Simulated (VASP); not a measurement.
BaS: single point with PBE

BaS:

```
Ba S
1.0
     3.94130   -2.27517   -0.11555
     3.94130    2.27517   -0.11555
    -2.52388    0.00000    3.78652
Ba S
1 1
Direct
  0.00163 0.99837 0.00000
  0.49837 0.50163 0.50000
```

```json
{
 "Program": "VASP 6.6.1",
 "Task": "single point",
 "Functional": "PBE",
 "Potentials or basis": "VASP PAW PBE potentials, release 64 (Ba_sv, S)",
 "Cutoff": "520 eV",
 "k mesh": "6 × 6 × 4",
 "Occupations": "gaussian, width 0.1 eV",
 "Spin": "no spin polarisation",
 "Dipole correction": "no",
 "Further INCAR settings": "ALGO = Normal; EDIFF = 1e-06; NBANDS = 15"
}
```

* Pressure: 0.4 GPa
* Largest force: 0.028 eV/Å
* Band gap on the k mesh: 2.14 eV (least direct gap 2.29 eV)

Forces in eV/Å, atoms in the order of the input:
```
Ba   0.000  0.028  0.000
S    0.000 -0.028  0.000
```

Levels at points of the mesh, in eV from the valence-band top:
| k point | band 4 | band 5 | band 6 | band 7 | band 8 | band 9 | band 10 | band 11 | band 12 | band 13 |
| --- | --- | --- | --- | --- | --- | --- | --- | --- | --- | --- |
| (0.00, 0.00, 0.00) | -11.21 | -10.33 | -0.01 | 0.00 | 0.00 | 3.49 | 3.85 | 3.86 | 3.87 | 4.76 |
| (0.50, 0.00, 0.00) | -11.24 | -9.19 | -1.89 | -1.05 | -1.04 | 5.46 | 5.62 | 6.21 | 6.23 | 8.75 |
| (0.50, 0.50, 0.00) | -11.38 | -10.23 | -0.55 | -0.15 | -0.15 | 2.14 | 5.88 | 5.89 | 7.37 | 7.37 |
| (0.00, 0.00, 0.50) | -11.24 | -9.19 | -1.89 | -1.05 | -1.05 | 5.47 | 5.62 | 6.22 | 6.23 | 8.75 |
| (0.50, 0.00, 0.50) | -11.38 | -10.23 | -0.55 | -0.15 | -0.15 | 2.14 | 5.87 | 5.89 | 7.37 | 7.38 |
| (0.50, 0.50, 0.50) | -11.24 | -9.18 | -1.89 | -1.05 | -1.04 | 5.46 | 5.62 | 6.21 | 6.22 | 8.74 |

Run time: 38 s on 1 thread of Intel(R) Xeon(R) Platinum 8488C (Sapphire Rapids), on a shared host, peak memory 0.22 GiB.

Caveat: spin-orbit coupling is left out, which moves the levels of the heavy elements. A k mesh can miss the band edges.
